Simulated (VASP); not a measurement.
# MgSe (Fm-3m) in VASP: settings compared

MgSe is run at these levels: PBE, PBE+D3(BJ); tasks: single point.

All numbers are computed with VASP 6.6.1; they aren't measurements. Logs are shortened: lines on timing, memory, paths and dates and some standing lists are left out, and cuts for length are marked.

## Step 1: The cell of the first run

Symmetry: Fm-3m, No. 225, cubic system. Conventional cell: a = 5.467 Å, b = 5.467 Å, c = 5.467 Å, α = 90.00°, β = 90.00°, γ = 90.00°. Mg (site symmetry m-3m) has 6 Se at 2.73 Å within 3.6 Å. Se (site symmetry m-3m) has 6 Mg at 2.73 Å within 3.6 Å.

## Step 2: Single point, PBE

Input file INCAR:

```
SYSTEM = MgSe
PREC = Accurate ; ENCUT = 600
EDIFF = 1E-6 ; ISMEAR = -5
SIGMA = 0.1 ; LREAL = .False.
LASPH = .True. ; NELM = 120
ALGO = Normal ; ISIF = 2
LWAVE = .False. ; LCHARG = .False.
GGA = PE ; NBANDS = 11
GGA_COMPAT = .False.
```

Input file KPOINTS:

```
Automatic mesh
0
Gamma
  4 4 4
  0 0 0
```

Input file POSCAR:

```
MgSe
1.0
    0.0000000000      2.7337235204      2.7337235204
    2.7337235204      0.0000000000      2.7337235204
    2.7337235204      2.7337235204      0.0000000000
Mg Se
1 1
Direct
    0.0000000000      0.0000000000      0.0000000000
    0.5000000000      0.5000000000      0.5000000000
```

Potentials or basis: VASP PAW PBE potentials, release 64 (Mg, Se).

Launch:

```sh
> cat potpaw_PBE.64/Mg/POTCAR potpaw_PBE.64/Se/POTCAR > POTCAR
> mpirun -np 1 vasp_std > vasp.out
```

OUTCAR:

```text
SYSTEM = MgSe
   PREC = Accurate
   ENCUT = 600
   EDIFF = 1E-6
   ISMEAR = -5
   LREAL = .False.
   LASPH = .True.
   NELM = 120
   ISIF = 2
   GGA = PE

 ion  position               nearest neighbor table
   1  0.000  0.000  0.000-   2 2.73   2 2.73   2 2.73   2 2.73   2 2.73   2 2.73
   2  0.500  0.500  0.500-   1 2.73   1 2.73   1 2.73   1 2.73   1 2.73   1 2.73

  LATTYP: Found a face centered cubic cell.
 ALAT       =     5.4674470408

  Lattice vectors:

 A1 = (   0.0000000000,   2.7337235204,   2.7337235204)
 A2 = (   2.7337235204,   0.0000000000,   2.7337235204)
 A3 = (   2.7337235204,   2.7337235204,   0.0000000000)

Analysis of symmetry for initial positions (statically):
=====================================================================
 Subroutine PRICEL returns:
 Original cell was already a primitive cell.

 Routine SETGRP: Setting up the symmetry group for a
 face centered cubic supercell.

 Subroutine GETGRP returns: Found 48 space group operations
 (whereof 48 operations were pure point group operations)
 out of a pool of 48 trial point group operations.

The static configuration has the point symmetry O_h .

Analysis of symmetry for dynamics (positions and initial velocities):
=====================================================================
 Subroutine PRICEL returns:
 Original cell was already a primitive cell.

 Routine SETGRP: Setting up the symmetry group for a
 face centered cubic supercell.

 Subroutine GETGRP returns: Found 48 space group operations
 (whereof 48 operations were pure point group operations)
 out of a pool of 48 trial point group operations.

The dynamic configuration has the point symmetry O_h .

 Subroutine INISYM returns: Found 48 space group operations
 (whereof 48 operations are pure point group operations),
 and found     1 'primitive' translations

----------------------------------------------------------------------------------------

                                     Primitive cell

  volume of cell :      40.8596

  direct lattice vectors                    reciprocal lattice vectors
     0.000000000  2.733723520  2.733723520    -0.182900720  0.182900720  0.182900720
     2.733723520  0.000000000  2.733723520     0.182900720 -0.182900720  0.182900720
     2.733723520  2.733723520  0.000000000     0.182900720  0.182900720 -0.182900720

  length of vectors
     3.866068878  3.866068878  3.866068878     0.316793340  0.316793340  0.316793340

  position of ions in fractional coordinates (direct lattice)
     0.000000000  0.000000000  0.000000000
     0.500000000  0.500000000  0.500000000

  ion indices of the primitive-cell ions
   primitive index   ion index
                 1           1
                 2           2

----------------------------------------------------------------------------------------

 KPOINTS: Automatic mesh

Automatic generation of k-mesh.
 Grid dimensions read from file:
 generate k-points for:    4    4    4

 Generating k-lattice:

  Cartesian coordinates                     Fractional coordinates (reciprocal lattice)
    -0.045725180  0.045725180  0.045725180     0.250000000  0.000000000  0.000000000
     0.045725180 -0.045725180  0.045725180     0.000000000  0.250000000  0.000000000
     0.045725180  0.045725180 -0.045725180     0.000000000  0.000000000  0.250000000

  Length of vectors
     0.079198335  0.079198335  0.079198335

  Shift w.r.t. Gamma in fractional coordinates (k-lattice)
     0.000000000  0.000000000  0.000000000

 TETIRR: Found      9 inequivalent tetrahedra from      384

 Subroutine IBZKPT returns following result:
 ===========================================

 Found      8 irreducible k-points:

 Following reciprocal coordinates:
            Coordinates               Weight
  0.000000  0.000000  0.000000      1.000000
  0.250000  0.000000  0.000000      8.000000
  0.500000  0.000000  0.000000      4.000000
  0.250000  0.250000  0.000000      6.000000
  0.500000  0.250000  0.000000     24.000000
 -0.250000  0.250000  0.000000     12.000000
  0.500000  0.500000  0.000000      3.000000
 -0.250000  0.500000  0.250000      6.000000
   k-points           NKPTS =      8   k-points in BZ     NKDIM =      8   number of bands    NBANDS=     11
   number of dos      NEDOS =    301   number of ions     NIONS =      2
   total plane-waves  NPLWV =  32768
   dimension x,y,z NGX =    32 NGY =   32 NGZ =   32
   dimension x,y,z NGXF=    64 NGYF=   64 NGZF=   64
   ions per type =               1   1
   NGX,Y,Z   is equivalent  to a cutoff of  13.76, 13.76, 13.76 a.u.
   NGXF,Y,Z  is equivalent  to a cutoff of  27.52, 27.52, 27.52 a.u.
 SYSTEM =  MgSe
   PREC   = accura    normal or accurate (medium, high low for compatibility)
   ISTART =      0    job   : 0-new  1-cont  2-samecut
   ICHARG =      2    charge: 1-file 2-atom 10-const
   ISPIN  =      1    spin polarized calculation?
   LNONCOLLINEAR =      F non collinear calculations
   LSORBIT =      F    spin-orbit coupling
   LASPH  =      T    aspherical Exc in radial PAW
   ENCUT  =  600.0 eV  44.10 Ry    6.64 a.u.   7.72  7.72  7.72*2*pi/ulx,y,z
   NELM   =    120;   NELMIN=  2; NELMDL= -5     # of ELM steps
   EDIFF  = 0.1E-05   stopping-criterion for ELM
   LREAL  =      F    real-space projection
   EDIFFG = 0.1E-04   stopping-criterion for IOM
   NSW    =      0    number of steps for IOM
   IBRION =     -1    ionic relax: 0-MD 1-quasi-New 2-CG
   NFREE  =      0    steps in history (QN), initial steepest desc. (CG)
   ISIF   =      2    stress and relaxation
   ISYM   =      2    0-nonsym 1-usesym 2-fastsym
   POTIM  = 0.5000    time-step for ionic-motion
   TEBEG  =    0.0;   TEEND  =   0.0 temperature during run
   PSTRESS=    0.0 pullay stress
   NELECT =       8.0000    total number of electrons
   NUPDOWN=      -1.0000    fix difference up-down
   EMIN   =  10.00;   EMAX   =-10.00  energy-range for DOS
   EFERMI =   0.00;   METHOD = LEGACY
   ISMEAR =    -5;   SIGMA  =   0.10  broadening in eV -4-tet -1-fermi 0-gaus
   EFERMI_NEDOS =   21; number of points for ismear=-14 and -15
   IALGO  =     38    algorithm
   IMIX   =      4    mixing-type and parameters
     AMIX     =   0.40;   BMIX     =  1.00
     AMIX_MAG =   1.60;   BMIX_MAG =  1.00
  volume/ion in A,a.u.               =      20.43       137.87
  Fermi-wavevector in a.u.,A,eV,Ry     =   0.950620  1.796411 12.295288  0.903678
  Thomas-Fermi vector in A             =   2.079014
   LORBIT       =      0    0 simple, 1 ext, 2 COOP (PROOUT), +10 PAW based schemes
   GGA     = PE    functional components
   LHFCALC =     F    Hartree Fock is set to
   AEXX    =    0.0000 exact exchange contribution
   IVDW    =     0    specifies the selected vdW correction
   LEPSILON=     F    determine dielectric tensor
   LRPA    =     F    only Hartree local field effects (RPA)
 non-spin polarized calculation
 Fermi weights with tetrahedron method with Bloechl corrections
  energy-cutoff  :      600.00
  volume of cell :       40.86
 maximum number of plane-waves:      1380
 NGX is ok and might be reduce to    32
   NGX = 15   NGY = 15   NGZ = 15

 number of electron       8.0000000 magnetization

 Free energy of the ion-electron system (eV)
  ---------------------------------------------------
  ext. energy  EPLUGINS =         0.00000000
  ---------------------------------------------------
  free energy    TOTEN  =        -7.41751865 eV

  energy without entropy =       -7.41751865  energy(sigma->0) =       -7.41751865

 E-fermi :   3.1970     XC(G=0):  -9.4422

 val. band max:        3.1865194923   @ k =   0.0000   0.0000   0.0000
 cond. band min:       4.9405318493   @ k =   0.5000   0.5000   0.0000
 fundamental gap:      1.7540123570
 Fermi energy:         3.1969750226

 k-point     1 :       0.0000    0.0000    0.0000
  band No.  band energies     occupation
      1      -9.7048      2.00000
      2       3.1865      2.00000
      3       3.1865      2.00000
      4       3.1865      2.00000
      5       5.7084      0.00000
      6      10.5778      0.00000
      7      10.5778      0.00000
      8      10.5778      0.00000
      9      13.1165      0.00000
     10      13.1165      0.00000
     11      14.1349      0.00000

 k-point     2 :       0.2500    0.0000    0.0000
  band No.  band energies     occupation
      1      -9.2218      2.00000
      2       0.1842      2.00000
      3       2.8718      2.00000
      4       2.8718      2.00000
      5       7.2628      0.00000
      6      10.2171      0.00000
      7      10.2171      0.00000
      8      10.8961      0.00000
      9      12.7263      0.00000
     10      12.7263      0.00000
     11      13.1169      0.00000

 k-point     3 :       0.5000    0.0000    0.0000
  band No.  band energies     occupation
      1      -8.5987      2.00000
      2      -1.7322      2.00000
      3       2.6124      2.00000
      4       2.6124      2.00000
      5       6.9841      0.00000
      6       9.2446      0.00000
      7       9.2446      0.00000
      8      11.7147      0.00000
      9      14.5635      0.00000
     10      17.0045      0.00000
     11      17.0045      0.00000

 k-point     4 :       0.2500    0.2500    0.0000
  band No.  band energies     occupation
      1      -9.0696      2.00000
      2       0.4578      2.00000
      3       2.1545      2.00000
      4       2.1545      2.00000
      5       7.1870      0.00000
      6       8.2948      0.00000
      7      10.5478      0.00000
      8      12.7325      0.00000
      9      12.7325      0.00000
     10      14.1107      0.00000
     11      16.5063      0.00000

 k-point     5 :       0.5000    0.2500    0.0000
  band No.  band energies     occupation
      1      -8.4548      2.00000
      2      -0.9583      2.00000
      3       0.8966      2.00000
      4       1.9287      2.00000
      5       6.6743      0.00000
      6       9.4536      0.00000
      7      11.2661      0.00000
      8      11.3661      0.00000
      9      14.6459      0.00000
     10      16.9103      0.00000
     11      17.2759      0.00000

 k-point     6 :      -0.2500    0.2500    0.0000
  band No.  band energies     occupation
      1      -8.6538      2.00000
      2      -0.6691      2.00000
      3       0.7818      2.00000
      4       2.5641      2.00000
      5       7.9543      0.00000
      6       9.9307      0.00000
      7      10.2189      0.00000
      8      10.7213      0.00000
      9      12.9930      0.00000
     10      15.8824      0.00000
     11      16.3156      0.00000

 k-point     7 :       0.5000    0.5000    0.0000
  band No.  band energies     occupation
      1      -8.2811      2.00000
      2      -1.0441      2.00000
      3       1.4143      2.00000
      4       1.4143      2.00000
      5       4.9405      0.00000
      6       7.1503      0.00000
      7      14.8471      0.00000
      8      15.2677      0.00000
      9      15.2677      0.00000
     10      15.7555      0.00000
     11      19.0217      0.00000

 k-point     8 :      -0.2500    0.5000    0.2500
  band No.  band energies     occupation
      1      -8.2468      2.00000
      2      -0.1050      2.00000
      3      -0.1050      2.00000
      4       0.6452      2.00000
      5       7.6693      0.00000
      6      10.1062      0.00000
      7      10.7296      0.00000
      8      10.7296      0.00000
      9      16.2055      0.00000
     10      16.2055      0.00000
     11      17.8730      0.00000

------------------------ aborting loop because EDIFF is reached ----------------------------------------

  FORCE on cell =-STRESS in cart. coord.  units (eV):
  Direction    XX          YY          ZZ          XY          YZ          ZX
  --------------------------------------------------------------------------------------
  -------------------------------------------------------------------------------------
  Total        0.4365961      0.4365961      0.4365961     -0.0000000      0.0000000      0.0000000
  in kB       17.1197218     17.1197218     17.1197218     -0.0000000      0.0000000      0.0000000
  external PRESSURE =      17.1197218 kB  Pullay stress =       0.0000000 kB

 VOLUME and BASIS-vectors are now :
 -----------------------------------------------------------------------------
  energy-cutoff  :      600.00
  volume of cell :       40.86
      direct lattice vectors                 reciprocal lattice vectors
     0.000000000  2.733723520  2.733723520    -0.182900720  0.182900720  0.182900720
     2.733723520  0.000000000  2.733723520     0.182900720 -0.182900720  0.182900720
     2.733723520  2.733723520  0.000000000     0.182900720  0.182900720 -0.182900720

 POSITION                                       TOTAL-FORCE (eV/Angst)
 -----------------------------------------------------------------------------------
      0.00000      0.00000      0.00000         0.000000      0.000000      0.000000
      2.73372      2.73372      2.73372        -0.000000     -0.000000     -0.000000
 -----------------------------------------------------------------------------------
    total drift:                               -0.000000     -0.000000      0.000000

  FREE ENERGIE OF THE ION-ELECTRON SYSTEM (eV)
  ---------------------------------------------------
  free  energy   TOTEN  =        -7.4175186540 eV

  energy  without entropy=       -7.4175186540  energy(sigma->0) =       -7.41751865
```

Run time: 10 s. Hardware: 1 thread of Intel Xeon 8259CL, shared host; peak memory 0.17 GiB.

What came out:

```
Free energy            : -7.4175 eV
Pressure               : 1.7 GPa
Band gap on the k mesh : 1.75 eV, indirect (least direct gap 2.52 eV)
```

Levels at points of the mesh, in eV from the valence-band top:
| k point | band 1 | band 2 | band 3 | band 4 | band 5 | band 6 | band 7 | band 8 |
| --- | --- | --- | --- | --- | --- | --- | --- | --- |
| (0.00, 0.00, 0.00) | -12.89 | 0.00 | 0.00 | 0.00 | 2.52 | 7.39 | 7.39 | 7.39 |
| (0.50, 0.00, 0.00) | -11.79 | -4.92 | -0.57 | -0.57 | 3.80 | 6.06 | 6.06 | 8.53 |
| (0.50, 0.50, 0.00) | -11.47 | -4.23 | -1.77 | -1.77 | 1.75 | 3.96 | 11.66 | 12.08 |

Caveat: the k points lie up to 0.50 Å⁻¹ apart.

## Step 3: Single point, PBE+D3(BJ)

Input file INCAR:

```
SYSTEM = MgSe
ALGO = Normal
EDIFF = 1E-6
ENCUT = 600
GGA = PE
GGA_COMPAT = .False.
ISIF = 2
ISMEAR = 0
IVDW = 12
LASPH = .True.
LCHARG = .False.
LREAL = .False.
LWAVE = .False.
NBANDS = 11
NELM = 120
PREC = Accurate
SIGMA = 0.1
```

Input file KPOINTS:

```
k-points
0
Gamma
  4 4 4
  0 0 0
```

POSCAR is that of step 2.

Potentials or basis: VASP PAW PBE potentials, release 64 (Mg, Se).

Launch:

```sh
> cat potpaw_PBE.64/Mg/POTCAR potpaw_PBE.64/Se/POTCAR > POTCAR
> mpirun -np 1 vasp_std > vasp.out
```

It took 16 s on 1 thread of Intel Xeon 8259CL, shared host; peak memory 0.18 GiB.

It converged, with:

| Property | Result |
| --- | --- |
| Free energy | -8.1571 eV |
| Pressure | -1.2 GPa |
| Band gap on the k mesh | 1.75 eV, indirect (least direct gap 2.52 eV) |
| Dispersion energy per atom | -0.370 eV |

Levels at points of the mesh, in eV from the valence-band top:
| k point | band 1 | band 2 | band 3 | band 4 | band 5 | band 6 | band 7 | band 8 |
| --- | --- | --- | --- | --- | --- | --- | --- | --- |
| (0.00, 0.00, 0.00) | -12.89 | 0.00 | 0.00 | 0.00 | 2.52 | 7.39 | 7.39 | 7.39 |
| (0.50, 0.00, 0.00) | -11.79 | -4.92 | -0.57 | -0.57 | 3.80 | 6.06 | 6.06 | 8.53 |
| (0.50, 0.50, 0.00) | -11.47 | -4.23 | -1.77 | -1.77 | 1.75 | 3.96 | 11.66 | 12.08 |

Caveat: the k points lie up to 0.50 Å⁻¹ apart. PBE gaps usually lie below the measured ones, often by a third to a half.
